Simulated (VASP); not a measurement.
AlN, 4 atoms in the cell. The structure is hexagonal, space group P6_3/mmc (No. 194). The conventional cell has a = 3.371 Å, b = 3.371 Å, c = 4.290 Å, α = 90.00°, β = 90.00°, γ = 120.00°. Within 2.6 Å of Al (site symmetry -6m2) lie 5 N at 1.95 to 2.15 Å. N (site symmetry -6m2) has 5 Al at 1.95 to 2.15 Å within 2.6 Å. 

| Item | Value |
| --- | --- |
| Program | VASP 6.6.1 |
| Task | relaxation of shape and atoms at fixed volume |
| Functional | PBE |
| Potentials or basis | VASP PAW PBE potentials, release 64 (Al, N) |
| Cutoff | 600 eV |
| k mesh | 9 × 9 × 6 |
| Occupations | gaussian, width 0.02 eV |
| Spin | no spin polarisation |
| Dipole correction | no |
| Further INCAR settings | ALGO = Normal; EDIFF = 1e-06; IBRION = 2; EDIFFG = -0.01; NSW = 50; ISIF = 4 |

Potentials or basis: VASP PAW PBE potentials, release 64 (Al, N).

Run with:

```bash
$ cat potpaw_PBE.64/Al/POTCAR potpaw_PBE.64/N/POTCAR > POTCAR
$ mpirun -np 1 vasp_std > vasp.out
```

Hardware: 1 thread of Intel(R) Xeon(R) Platinum 8488C (Sapphire Rapids), on a shared host.

Estimate the wall time of this run.

Wall time 34 s on 1 thread of Intel(R) Xeon(R) Platinum 8488C (Sapphire Rapids) (shared host), peak memory 0.18 GiB. Counts: scf iterations 24, k points 48, ion steps 3.
